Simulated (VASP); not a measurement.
# ZnO (P6_3mc) in VASP: single point with PBE

Aim: the single point of ZnO with PBE.

All numbers are computed with VASP 6.6.1; they aren't measurements. Logs are shortened: lines on timing, memory, paths and dates and some standing lists are left out, and cuts for length are marked.

## Step 1: The cell of the first run

The structure is hexagonal, space group P6_3mc (No. 186). Conventional cell: a = 3.235 Å, b = 3.235 Å, c = 5.211 Å, α = 90.00°, β = 90.00°, γ = 120.00°. Zn (site symmetry 3m) has 4 O at 1.97 to 1.98 Å within 2.6 Å. Within 2.6 Å of O (site symmetry 3m) lie 4 Zn at 1.97 to 1.98 Å.

## Step 2: Single point, PBE

The input, INCAR:

```
PREC = Accurate ; ENCUT = 520
EDIFF = 1E-7 ; ISMEAR = 0
SIGMA = 0.01 ; LREAL = False
LASPH = True ; NELM = 60
ALGO = Normal ; ISIF = 2
LWAVE = False ; LCHARG = False
GGA = PE ; NBANDS = 26
```

The input, KPOINTS:

```
Automatic mesh
0
Gamma
  9 9 4
```

The input, POSCAR:

```
ZnO
1.0
    3.2353408641      0.0000000001      0.0000000000
   -1.6176704321      2.8018873782      0.0000000000
    0.0000000000      0.0000000000      5.2109518316
Zn O
2 2
Direct
    0.3333333333      0.6666666667     -0.0023477534
    0.6666666667      0.3333333333      0.4976522466
    0.3333333333      0.6666666667      0.3773477534
    0.6666666667      0.3333333333      0.8773477534
```

Potentials or basis: VASP PAW PBE potentials, release 64 (Zn, O).

Started as:

```sh
> cat potpaw_PBE.64/Zn/POTCAR potpaw_PBE.64/O/POTCAR > POTCAR
> mpirun -np 1 vasp_std > vasp.out
```

OUTCAR:

```text
PREC = Accurate
   ENCUT = 520
   EDIFF = 1E-7
   ISMEAR = 0
   LREAL = False
   LASPH = True
   NELM = 60
   ISIF = 2
   GGA = PE

 ion  position               nearest neighbor table
   1  0.333  0.667  0.998-   4 1.97   4 1.97   4 1.97   3 1.98
   2  0.667  0.333  0.498-   3 1.97   3 1.97   3 1.97   4 1.98
   3  0.333  0.667  0.377-   2 1.97   2 1.97   2 1.97   1 1.98
   4  0.667  0.333  0.877-   1 1.97   1 1.97   1 1.97   2 1.98

  LATTYP: Found a hexagonal cell.
 ALAT       =     3.2353408641
 C/A-ratio  =     1.6106345670

  Lattice vectors:

 A1 = (   3.2353408641,   0.0000000001,   0.0000000000)
 A2 = (  -1.6176704321,   2.8018873782,   0.0000000000)
 A3 = (   0.0000000000,   0.0000000000,   5.2109518316)

Analysis of symmetry for initial positions (statically):
=====================================================================
 Subroutine PRICEL returns:
 Original cell was already a primitive cell.

 Routine SETGRP: Setting up the symmetry group for a
 hexagonal supercell.

 Subroutine GETGRP returns: Found 12 space group operations
 (whereof  6 operations were pure point group operations)
 out of a pool of 24 trial point group operations.

The static configuration has the point symmetry C_3v.
 The point group associated with its full space group is C_6v.

Analysis of symmetry for dynamics (positions and initial velocities):
=====================================================================
 Subroutine PRICEL returns:
 Original cell was already a primitive cell.

 Routine SETGRP: Setting up the symmetry group for a
 hexagonal supercell.

 Subroutine GETGRP returns: Found 12 space group operations
 (whereof  6 operations were pure point group operations)
 out of a pool of 24 trial point group operations.

The dynamic configuration has the point symmetry C_3v.
 The point group associated with its full space group is C_6v.

 Subroutine INISYM returns: Found 12 space group operations
 (whereof  6 operations are pure point group operations),
 and found     1 'primitive' translations

----------------------------------------------------------------------------------------

                                     Primitive cell

  volume of cell :      47.2376

  direct lattice vectors                    reciprocal lattice vectors
     3.235340864  0.000000000  0.000000000     0.309086443  0.178451141  0.000000000
    -1.617670432  2.801887378  0.000000000    -0.000000000  0.356902282  0.000000000
     0.000000000  0.000000000  5.210951832     0.000000000  0.000000000  0.191903520

  length of vectors
     3.235340864  3.235340864  5.210951832     0.356902282  0.356902282  0.191903520

  position of ions in fractional coordinates (direct lattice)
     0.333333333  0.666666667  0.997652247
     0.666666667  0.333333333  0.497652247
     0.333333333  0.666666667  0.377347753
     0.666666667  0.333333333  0.877347753

  ion indices of the primitive-cell ions
   primitive index   ion index
                 1           1
                 2           2
                 3           3
                 4           4

----------------------------------------------------------------------------------------

 KPOINTS: Automatic mesh

Automatic generation of k-mesh.
 Grid dimensions read from file:
 generate k-points for:    9    9    4

 Generating k-lattice:

  Cartesian coordinates                     Fractional coordinates (reciprocal lattice)
     0.034342938  0.019827905  0.000000000     0.111111111  0.000000000  0.000000000
    -0.000000000  0.039655809  0.000000000    -0.000000000  0.111111111  0.000000000
     0.000000000  0.000000000  0.047975880     0.000000000  0.000000000  0.250000000

  Length of vectors
     0.039655809  0.039655809  0.047975880

  Shift w.r.t. Gamma in fractional coordinates (k-lattice)
     0.000000000  0.000000000  0.000000000

 Subroutine IBZKPT returns following result:
 ===========================================

 Found     36 irreducible k-points:

 Following reciprocal coordinates:
            Coordinates               Weight
  0.000000  0.000000  0.000000      1.000000
  0.111111 -0.000000  0.000000      6.000000
  0.222222 -0.000000  0.000000      6.000000
  0.333333 -0.000000  0.000000      6.000000
  0.444444 -0.000000  0.000000      6.000000
  0.111111  0.111111  0.000000      6.000000
[... 16 lines left out ...]
  0.333333  0.222222  0.250000     24.000000
  0.333333  0.333333  0.250000      4.000000
 [... further k-points ...]
   k-points           NKPTS =     36   k-points in BZ     NKDIM =     36   number of bands    NBANDS=     26
   number of dos      NEDOS =    301   number of ions     NIONS =      4
   total plane-waves  NPLWV =  23040
   dimension x,y,z NGX =    24 NGY =   24 NGZ =   40
   dimension x,y,z NGXF=    48 NGYF=   48 NGZF=   80
   ions per type =               2   2
   NGX,Y,Z   is equivalent  to a cutoff of  12.33, 12.33, 12.76 a.u.
   NGXF,Y,Z  is equivalent  to a cutoff of  24.66, 24.66, 25.52 a.u.
 SYSTEM =  unknown system
   PREC   = accura    normal or accurate (medium, high low for compatibility)
   ISTART =      0    job   : 0-new  1-cont  2-samecut
   ICHARG =      2    charge: 1-file 2-atom 10-const
   ISPIN  =      1    spin polarized calculation?
   LNONCOLLINEAR =      F non collinear calculations
   LSORBIT =      F    spin-orbit coupling
   LASPH  =      T    aspherical Exc in radial PAW
   ENCUT  =  520.0 eV  38.22 Ry    6.18 a.u.   6.02  6.02  9.69*2*pi/ulx,y,z
   NELM   =     60;   NELMIN=  2; NELMDL= -5     # of ELM steps
   EDIFF  = 0.1E-06   stopping-criterion for ELM
   LREAL  =      F    real-space projection
   EDIFFG = 0.1E-05   stopping-criterion for IOM
   NSW    =      0    number of steps for IOM
   IBRION =     -1    ionic relax: 0-MD 1-quasi-New 2-CG
   NFREE  =      0    steps in history (QN), initial steepest desc. (CG)
   ISIF   =      2    stress and relaxation
   ISYM   =      2    0-nonsym 1-usesym 2-fastsym
   POTIM  = 0.5000    time-step for ionic-motion
   TEBEG  =    0.0;   TEEND  =   0.0 temperature during run
   PSTRESS=    0.0 pullay stress
   NELECT =      36.0000    total number of electrons
   NUPDOWN=      -1.0000    fix difference up-down
   EMIN   =  10.00;   EMAX   =-10.00  energy-range for DOS
   EFERMI =   0.00;   METHOD = LEGACY
   ISMEAR =     0;   SIGMA  =   0.01  broadening in eV -4-tet -1-fermi 0-gaus
   EFERMI_NEDOS =   21; number of points for ismear=-14 and -15
   IALGO  =     38    algorithm
   IMIX   =      4    mixing-type and parameters
     AMIX     =   0.40;   BMIX     =  1.00
     AMIX_MAG =   1.60;   BMIX_MAG =  1.00
  volume/ion in A,a.u.               =      11.81        79.69
  Fermi-wavevector in a.u.,A,eV,Ry     =   1.495362  2.825825 30.424099  2.236108
  Thomas-Fermi vector in A             =   2.607517
   LORBIT       =      0    0 simple, 1 ext, 2 COOP (PROOUT), +10 PAW based schemes
   GGA     = PE    functional components
   LHFCALC =     F    Hartree Fock is set to
   AEXX    =    0.0000 exact exchange contribution
   IVDW    =     0    specifies the selected vdW correction
   LEPSILON=     F    determine dielectric tensor
   LRPA    =     F    only Hartree local field effects (RPA)
 non-spin polarized calculation
 Gauss-broadening in eV      SIGMA  =   0.01
  energy-cutoff  :      520.00
  volume of cell :       47.24
 maximum number of plane-waves:      1296
   NGX = 13   NGY = 13   NGZ = 19

 number of electron      36.0000032 magnetization

 Free energy of the ion-electron system (eV)
  ---------------------------------------------------
  ext. energy  EPLUGINS =         0.00000000
  ---------------------------------------------------
  free energy    TOTEN  =       -17.80812563 eV

  energy without entropy =      -17.80812563  energy(sigma->0) =      -17.80812563

 E-fermi :   1.3383     XC(G=0): -10.9524

 val. band max:        1.2773227438   @ k =   0.0000   0.0000   0.0000
 cond. band min:       2.0705880437   @ k =   0.0000   0.0000   0.0000
 fundamental gap:      0.7932652999
 Fermi energy:         1.3383078093

 k-point     1 :       0.0000    0.0000    0.0000
  band No.  band energies     occupation
      1     -16.8796      2.00000
      2     -16.1457      2.00000
      3      -4.4614      2.00000
      4      -4.4613      2.00000
      5      -4.4229      2.00000
      6      -4.4076      2.00000
[... 18 lines left out ...]
     25      15.4834      0.00000
     26      15.4834      0.00000

 k-point     2 :       0.1111   -0.0000    0.0000
  band No.  band energies     occupation
      1     -16.8113      2.00000
      2     -16.1155      2.00000
      3      -4.5416      2.00000
      4      -4.4216      2.00000
      5      -4.3676      2.00000
      6      -4.3318      2.00000
[... 18 lines left out ...]
     25      15.5004      0.00000
     26      15.6295      0.00000

 k-point     3 :       0.2222   -0.0000    0.0000
  band No.  band energies     occupation
      1     -16.6284      2.00000
      2     -16.0428      2.00000
      3      -4.6954      2.00000
      4      -4.3651      2.00000
      5      -4.3283      2.00000
      6      -4.2217      2.00000
[... 18 lines left out ...]
     25      14.8049      0.00000
     26      15.5996      0.00000

 k-point     4 :       0.3333   -0.0000    0.0000
  band No.  band energies     occupation
      1     -16.3959      2.00000
      2     -15.9752      2.00000
      3      -4.7798      2.00000
      4      -4.4192      2.00000
      5      -4.2430      2.00000
      6      -4.0451      2.00000
[... 18 lines left out ...]
     25      14.7395      0.00000
     26      15.4311      0.00000

 k-point     5 :       0.4444   -0.0000    0.0000
  band No.  band energies     occupation
      1     -16.2131      2.00000
      2     -15.9562      2.00000
      3      -4.7275      2.00000
      4      -4.4924      2.00000
      5      -4.2030      2.00000
      6      -3.8631      2.00000
[... 18 lines left out ...]
     25      14.5560      0.00000
     26      15.5595      0.00000

 k-point     6 :       0.1111    0.1111    0.0000
  band No.  band energies     occupation
      1     -16.6854      2.00000
      2     -16.0640      2.00000
      3      -4.6220      2.00000
      4      -4.4267      2.00000
      5      -4.3084      2.00000
      6      -4.2791      2.00000
[... 427 lines left out ...]
 k-point    21 :       0.4444    0.1111    0.2500
  band No.  band energies     occupation
      1     -16.1243      2.00000
      2     -15.9834      2.00000
      3      -4.7343      2.00000
      4      -4.6109      2.00000
      5      -4.1773      2.00000
      6      -3.9197      2.00000
[... 18 lines left out ...]
     25      14.4768      0.00000
     26      15.3729      0.00000

 k-point    22 :       0.2222    0.2222    0.2500
  band No.  band energies     occupation
      1     -16.2321      2.00000
      2     -16.0000      2.00000
      3      -4.6644      2.00000
      4      -4.5792      2.00000
      5      -4.1632      2.00000
      6      -4.1555      2.00000
[... 18 lines left out ...]
     25      13.6089      0.00000
     26      16.6968      0.00000

 k-point    23 :       0.3333    0.2222    0.2500
  band No.  band energies     occupation
      1     -16.0949      2.00000
      2     -15.9805      2.00000
      3      -4.5751      2.00000
      4      -4.4402      2.00000
      5      -4.2279      2.00000
      6      -4.0108      2.00000
[... 18 lines left out ...]
     25      14.4353      0.00000
     26      15.9164      0.00000

 k-point    24 :       0.3333    0.3333    0.2500
  band No.  band energies     occupation
      1     -16.0110      2.00000
      2     -16.0110      2.00000
      3      -4.4428      2.00000
      4      -4.3089      2.00000
      5      -4.3089      2.00000
      6      -3.9654      2.00000
[... 18 lines left out ...]
     25      15.0803      0.00000
     26      16.2601      0.00000

 [... further k-points ...]

------------------------ aborting loop because EDIFF is reached ----------------------------------------

  FORCE on cell =-STRESS in cart. coord.  units (eV):
  Direction    XX          YY          ZZ          XY          YZ          ZX
  --------------------------------------------------------------------------------------
  -------------------------------------------------------------------------------------
  Total        2.1030799      2.1030799      2.1369845      0.0000000      0.0000000      0.0000000
  in kB       71.3310422     71.3310422     72.4810001      0.0000000      0.0000000      0.0000000
  external PRESSURE =      71.7143615 kB  Pullay stress =       0.0000000 kB

 VOLUME and BASIS-vectors are now :
 -----------------------------------------------------------------------------
  energy-cutoff  :      520.00
  volume of cell :       47.24
      direct lattice vectors                 reciprocal lattice vectors
     3.235340864  0.000000000  0.000000000     0.309086443  0.178451141  0.000000000
    -1.617670432  2.801887378  0.000000000    -0.000000000  0.356902282  0.000000000
     0.000000000  0.000000000  5.210951832     0.000000000  0.000000000  0.191903520

 POSITION                                       TOTAL-FORCE (eV/Angst)
 -----------------------------------------------------------------------------------
     -0.00000      1.86792      5.19872         0.000000      0.000000      0.002844
      1.61767      0.93396      2.59324        -0.000000     -0.000000      0.002844
     -0.00000      1.86792      1.96634        -0.000000      0.000000     -0.002844
      1.61767      0.93396      4.57182         0.000000     -0.000000     -0.002844
 -----------------------------------------------------------------------------------
    total drift:                                0.000001      0.000001     -0.004310

  FREE ENERGIE OF THE ION-ELECTRON SYSTEM (eV)
  ---------------------------------------------------
  free  energy   TOTEN  =       -17.8081256289 eV

  energy  without entropy=      -17.8081256289  energy(sigma->0) =      -17.80812563
```

Run time: 22 s. Hardware: 1 thread of Intel Xeon Platinum 8488C (Sapphire Rapids), shared host; peak memory 0.18 GiB.

What came out:

```yaml
Free_energy: -17.8081 eV
Pressure: 7.2 GPa
Band_gap_on_the_k_mesh: 0.79 eV, direct
```

Forces in eV/Å, atoms in the order of the input:
```
Zn   0.000  0.000  0.003
Zn   0.000  0.000  0.003
O    0.000  0.000 -0.003
O    0.000  0.000 -0.003
```

Levels at points of the mesh, in eV from the valence-band top:
```
           k point  band 15  band 16  band 17  band 18  band 19  band 20  band 21  band 22
(0.00, 0.00, 0.00)    -0.80    -0.09     0.00     0.00     0.79     5.25     8.23    12.93
(0.00, 0.00, 0.50)    -0.40    -0.40    -0.40    -0.40     3.47     3.47    10.10    10.10
```
